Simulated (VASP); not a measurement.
# Si (P1) in VASP: single point with PBE

Aim: the single point of Si with PBE.

Program: VASP 6.6.1. These are calculated values, not measurements. Logs are shortened: lines on timing, memory, paths and dates and some standing lists are left out, and cuts for length are marked.

### 1 The cell of the first run

The typed cell holds 8 atoms: a = 5.431 Å, b = 5.431 Å, c = 5.431 Å, α = 90.00°, β = 90.00°, γ = 90.00°.

### 2 Single point, PBE

Contents of INCAR:

```
ALGO = Normal
EDIFF = 1E-6
ENCUT = 500
GGA = PE
GGA_COMPAT = False
ISIF = 2
ISMEAR = 0
ISYM = 0
LASPH = True
LCHARG = False
LREAL = False
LWAVE = False
NBANDS = 26
NELM = 120
PREC = Accurate
SIGMA = 0.01
```

Contents of KPOINTS:

```
Automatic mesh
0
Gamma
  1 1 1
  0.5 0.5 0.5
```

Contents of POSCAR:

```
Si
1.0
    5.4310000000      0.0000000000      0.0000000000
    0.0000000000      5.4310000000      0.0000000000
    0.0000000000      0.0000000000      5.4310000000
Si
8
Direct
   -0.0073651300     -0.0044190800     -0.0033143100
    0.2500000000      0.2500000000      0.2500000000
    0.0000000000      0.5000000000      0.5000000000
    0.2500000000      0.7500000000      0.7500000000
    0.5000000000      0.0000000000      0.5000000000
    0.7500000000      0.2500000000      0.7500000000
    0.5000000000      0.5000000000      0.0000000000
    0.7500000000      0.7500000000      0.2500000000
```

Potentials or basis: VASP PAW PBE potentials, release 64 (Si).

On the command line:

```sh
$ cat potpaw_PBE.64/Si/POTCAR > POTCAR
$ mpirun -np 1 vasp_std > vasp.out
```

OUTCAR:

```text
EDIFF = 1E-6
   ENCUT = 500
   GGA = PE
   ISIF = 2
   ISMEAR = 0
   ISYM = 0
   LASPH = True
   LREAL = False
   NELM = 120
   PREC = Accurate

 ion  position               nearest neighbor table
   1  0.993  0.996  0.997-   8 2.33   6 2.33   4 2.35   2 2.40
   2  0.250  0.250  0.250-   3 2.35   5 2.35   7 2.35   1 2.40
   3  0.000  0.500  0.500-   2 2.35   4 2.35   6 2.35   8 2.35
   4  0.250  0.750  0.750-   1 2.35   3 2.35   5 2.35   7 2.35
   5  0.500  0.000  0.500-   2 2.35   4 2.35   6 2.35   8 2.35
   6  0.750  0.250  0.750-   1 2.33   3 2.35   5 2.35   7 2.35
   7  0.500  0.500  0.000-   2 2.35   4 2.35   6 2.35   8 2.35
   8  0.750  0.750  0.250-   1 2.33   3 2.35   5 2.35   7 2.35

IMPORTANT INFORMATION: All symmetrisations will be switched off!
NOSYMM: (Re-)initialisation of all symmetry stuff for point group C_1.

----------------------------------------------------------------------------------------

                                     Primitive cell

  volume of cell :     160.1915

  direct lattice vectors                    reciprocal lattice vectors
     5.431000000  0.000000000  0.000000000     0.184128153  0.000000000  0.000000000
     0.000000000  5.431000000  0.000000000     0.000000000  0.184128153  0.000000000
     0.000000000  0.000000000  5.431000000     0.000000000  0.000000000  0.184128153

  length of vectors
     5.431000000  5.431000000  5.431000000     0.184128153  0.184128153  0.184128153

  position of ions in fractional coordinates (direct lattice)
     0.992634870  0.995580920  0.996685690
     0.250000000  0.250000000  0.250000000
     0.000000000  0.500000000  0.500000000
     0.250000000  0.750000000  0.750000000
     0.500000000  0.000000000  0.500000000
     0.750000000  0.250000000  0.750000000
     0.500000000  0.500000000  0.000000000
     0.750000000  0.750000000  0.250000000

  ion indices of the primitive-cell ions
   primitive index   ion index
                 1           1
                 2           2
                 3           3
                 4           4
                 5           5
                 6           6
                 7           7
                 8           8

----------------------------------------------------------------------------------------

 KPOINTS: Automatic mesh

Automatic generation of k-mesh.
 Grid dimensions read from file:
 generate k-points for:    1    1    1

 Generating k-lattice:

  Cartesian coordinates                     Fractional coordinates (reciprocal lattice)
     0.184128153  0.000000000  0.000000000     1.000000000  0.000000000  0.000000000
     0.000000000  0.184128153  0.000000000     0.000000000  1.000000000  0.000000000
     0.000000000  0.000000000  0.184128153     0.000000000  0.000000000  1.000000000

  Length of vectors
     0.184128153  0.184128153  0.184128153

  Shift w.r.t. Gamma in fractional coordinates (k-lattice)
     0.500000000  0.500000000  0.500000000

 Subroutine IBZKPT returns following result:
 ===========================================

 Found      1 irreducible k-points:

 Following reciprocal coordinates:
            Coordinates               Weight
  0.500000  0.500000  0.500000      1.000000
   k-points           NKPTS =      1   k-points in BZ     NKDIM =      1   number of bands    NBANDS=     26
   number of dos      NEDOS =    301   number of ions     NIONS =      8
   total plane-waves  NPLWV =  64000
   dimension x,y,z NGX =    40 NGY =   40 NGZ =   40
   dimension x,y,z NGXF=    80 NGYF=   80 NGZF=   80
   ions per type =               8
   NGX,Y,Z   is equivalent  to a cutoff of  12.24, 12.24, 12.24 a.u.
   NGXF,Y,Z  is equivalent  to a cutoff of  24.49, 24.49, 24.49 a.u.
 SYSTEM =  unknown system
   PREC   = accura    normal or accurate (medium, high low for compatibility)
   ISTART =      0    job   : 0-new  1-cont  2-samecut
   ICHARG =      2    charge: 1-file 2-atom 10-const
   ISPIN  =      1    spin polarized calculation?
   LNONCOLLINEAR =      F non collinear calculations
   LSORBIT =      F    spin-orbit coupling
   LASPH  =      T    aspherical Exc in radial PAW
   ENCUT  =  500.0 eV  36.75 Ry    6.06 a.u.   9.90  9.90  9.90*2*pi/ulx,y,z
   NELM   =    120;   NELMIN=  2; NELMDL= -5     # of ELM steps
   EDIFF  = 0.1E-05   stopping-criterion for ELM
   LREAL  =      F    real-space projection
   EDIFFG = 0.1E-04   stopping-criterion for IOM
   NSW    =      0    number of steps for IOM
   IBRION =     -1    ionic relax: 0-MD 1-quasi-New 2-CG
   NFREE  =      0    steps in history (QN), initial steepest desc. (CG)
   ISIF   =      2    stress and relaxation
   ISYM   =      0    0-nonsym 1-usesym 2-fastsym
   POTIM  = 0.5000    time-step for ionic-motion
   TEBEG  =    0.0;   TEEND  =   0.0 temperature during run
   PSTRESS=    0.0 pullay stress
   NELECT =      32.0000    total number of electrons
   NUPDOWN=      -1.0000    fix difference up-down
   EMIN   =  10.00;   EMAX   =-10.00  energy-range for DOS
   EFERMI =   0.00;   METHOD = LEGACY
   ISMEAR =     0;   SIGMA  =   0.01  broadening in eV -4-tet -1-fermi 0-gaus
   EFERMI_NEDOS =   21; number of points for ismear=-14 and -15
   IALGO  =     38    algorithm
   IMIX   =      4    mixing-type and parameters
     AMIX     =   0.40;   BMIX     =  1.00
     AMIX_MAG =   1.60;   BMIX_MAG =  1.00
  volume/ion in A,a.u.               =      20.02       135.13
  Fermi-wavevector in a.u.,A,eV,Ry     =   0.956999  1.808467 12.460868  0.915848
  Thomas-Fermi vector in A             =   2.085978
   LORBIT       =      0    0 simple, 1 ext, 2 COOP (PROOUT), +10 PAW based schemes
   GGA     = PE    functional components
   LHFCALC =     F    Hartree Fock is set to
   AEXX    =    0.0000 exact exchange contribution
   IVDW    =     0    specifies the selected vdW correction
   LEPSILON=     F    determine dielectric tensor
   LRPA    =     F    only Hartree local field effects (RPA)
 non-spin polarized calculation
 Gauss-broadening in eV      SIGMA  =   0.01
  energy-cutoff  :      500.00
  volume of cell :      160.19
 maximum number of plane-waves:      4032
 NGX is ok and might be reduce to    40
   NGX = 19   NGY = 19   NGZ = 19

 number of electron      32.0000003 magnetization

 Free energy of the ion-electron system (eV)
  ---------------------------------------------------
  ext. energy  EPLUGINS =         0.00000000
  ---------------------------------------------------
  free energy    TOTEN  =       -33.17429738 eV

  energy without entropy =      -33.17429738  energy(sigma->0) =      -33.17429738

 E-fermi :   5.0542     XC(G=0):  -9.2493

 val. band max:        4.9894040184   @ k =   0.5000   0.5000   0.5000
 cond. band min:       7.5775368353   @ k =   0.5000   0.5000   0.5000
 fundamental gap:      2.5881328170
 Fermi energy:         5.0542385304

 k-point     1 :       0.5000    0.5000    0.5000
  band No.  band energies     occupation
      1      -3.5978      2.00000
      2      -3.5699      2.00000
      3      -3.5573      2.00000
      4      -3.5048      2.00000
      5      -0.9783      2.00000
      6      -0.9376      2.00000
[... 18 lines left out ...]
     25       9.3188      0.00000
     26       9.3237      0.00000

------------------------ aborting loop because EDIFF is reached ----------------------------------------

  FORCE on cell =-STRESS in cart. coord.  units (eV):
  Direction    XX          YY          ZZ          XY          YZ          ZX
  --------------------------------------------------------------------------------------
  -------------------------------------------------------------------------------------
  Total        8.6551963      8.6686035      8.6718964     -0.1753257     -0.4299552     -0.2471733
  in kB       86.5661486     86.7002430     86.7331774     -1.7535439     -4.3002567     -2.4721384
  external PRESSURE =      86.6665230 kB  Pullay stress =       0.0000000 kB

 VOLUME and BASIS-vectors are now :
 -----------------------------------------------------------------------------
  energy-cutoff  :      500.00
  volume of cell :      160.19
      direct lattice vectors                 reciprocal lattice vectors
     5.431000000  0.000000000  0.000000000     0.184128153  0.000000000  0.000000000
     0.000000000  5.431000000  0.000000000     0.000000000  0.184128153  0.000000000
     0.000000000  0.000000000  5.431000000     0.000000000  0.000000000  0.184128153

 POSITION                                       TOTAL-FORCE (eV/Angst)
 -----------------------------------------------------------------------------------
      5.39100      5.40700      5.41300         0.566840      0.326375      0.231770
      1.35775      1.35775      1.35775        -0.217125     -0.171706     -0.154550
      0.00000      2.71550      2.71550         0.141071     -0.012141     -0.009706
      1.35775      4.07325      4.07325        -0.107602     -0.065996     -0.049364
      2.71550      0.00000      2.71550        -0.019073      0.084797     -0.009684
      4.07325      1.35775      4.07325        -0.161784     -0.008968     -0.102132
      2.71550      2.71550      0.00000        -0.019056     -0.012089      0.063721
      4.07325      4.07325      1.35775        -0.183270     -0.140272      0.029945
 -----------------------------------------------------------------------------------
    total drift:                               -0.000037     -0.000072     -0.000078

  FREE ENERGIE OF THE ION-ELECTRON SYSTEM (eV)
  ---------------------------------------------------
  free  energy   TOTEN  =       -33.1742973767 eV

  energy  without entropy=      -33.1742973767  energy(sigma->0) =      -33.17429738
```

It took 4.6 s on 1 thread of Intel Xeon 6975P-C (Granite Rapids), shared host; peak memory 0.21 GiB.

Results:

| Item | Value |
| --- | --- |
| Free energy | -33.1743 eV |
| Pressure | 8.7 GPa |
| Largest force | 0.694 eV/Å |
| Band gap on the k mesh | 2.59 eV |

Forces on the atoms (eV/Å):
```
Si   0.567  0.326  0.232
Si  -0.217 -0.172 -0.155
Si   0.141 -0.012 -0.010
Si  -0.108 -0.066 -0.049
Si  -0.019  0.085 -0.010
Si  -0.162 -0.009 -0.102
Si  -0.019 -0.012  0.064
Si  -0.183 -0.140  0.030
```

Caveat: the k points lie up to 1.16 Å⁻¹ apart. A k mesh can miss the band edges.
